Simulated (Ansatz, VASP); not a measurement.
## One calculation of SiW6, two programs

Contents of INCAR:

```
SYSTEM = SiW6
PREC = Accurate ; ENCUT = 520
EDIFF = 1E-6 ; ISMEAR = 0
SIGMA = 0.1 ; LREAL = .False.
LASPH = .True. ; NELM = 80
ALGO = Normal ; ISIF = 2
LWAVE = .False. ; LCHARG = .False.
LDIPOL = .True. ; IDIPOL = 3
DIPOL = 0.5 0.5 0.318 ; GGA = PE
IVDW = 12 ; NBANDS = 53
```

KPOINTS

```
regular mesh
0
Gamma
  6 6 1
  0 0 0
```

POSCAR

```
SiW6
1.0
    4.4682526324      0.0000000000      0.0000000000
   -2.2341263162      3.8696202902      0.0000000000
    0.0000000000      0.0000000000     21.7259061349
W Si
6 1
Direct
    0.6666666667      0.3333333333      0.1841119986
    0.3333333333      0.6666666667      0.2260931360
    0.0000000000      0.0000000000      0.2680742733
    0.6666666667      0.3333333333      0.3070897866
    0.3333333333      0.6666666667      0.3466976876
    0.0000000000      0.0000000000      0.3832248047
    0.0000000000      0.6666666667      0.5121032037
```

Input for Ansatz:

```yaml
crystal:
  lattice:
    - [4.4682526324, 0.0, 0.0]
    - [-2.2341263162, 3.8696202902, 0.0]
    - [0.0, 0.0, 21.7259061349]
  atoms:
    - { symbol: W, position: [0.6666666667, 0.3333333333, 0.1841119986] }
    - { symbol: W, position: [0.3333333333, 0.6666666667, 0.226093136] }
    - { symbol: W, position: [0.0, 0.0, 0.2680742733] }
    - { symbol: W, position: [0.6666666667, 0.3333333333, 0.3070897866] }
    - { symbol: W, position: [0.3333333333, 0.6666666667, 0.3466976876] }
    - { symbol: W, position: [0.0, 0.0, 0.3832248047] }
    - { symbol: Si, position: [0.0, 0.6666666667, 0.5121032037] }
basis:
  ecutwfc: 420
kpoints:
  mp_grid: { grid: [6, 6, 1] }
hamiltonian:
  xc: pbe
  pseudopotentials: { kind: paw, azcp: { folder: soft_1 } }
  dispersion: d3bj
scf:
  occupations: { method: gaussian, width: 0.1 }
output:
  forces: true
  eigenvalues: true
efield:
  axis: 3
  dipole_correction: true
  ramp_width: 0.04
```

Alike in both runs: task single point; functional PBE; dispersion D3(BJ); k mesh 6 × 6 × 1; occupations gaussian, width 0.1 eV; no spin polarisation.

```csv
,VASP,Ansatz
version,VASP 6.6.1,Ansatz 0.2.0
potentials or method,"VASP PAW PBE potentials, release 64 (W_sv, Si), cutoff 520 eV","scalar-relativistic, plane waves, PAW"
valence electrons in the cell,88,88
```

VASP gave:

| Quantity | Value |
| --- | --- |
| gap on the k mesh at the Fermi level (eV) | none |
| rms of the force components (eV/Å) | 0.898 |

Question: Which values does Ansatz return?

Answer: gap on the k mesh at the Fermi level (eV): none; rms of the force components (eV/Å): 0.888.

Atom by atom the forces differ by 0.022 eV/Å (rms over components). A gap of «none» marks a metal or a gap that the smearing closes. Ansatz's warnings: vacuum below fermi.

Neither program's run includes spin-orbit coupling.
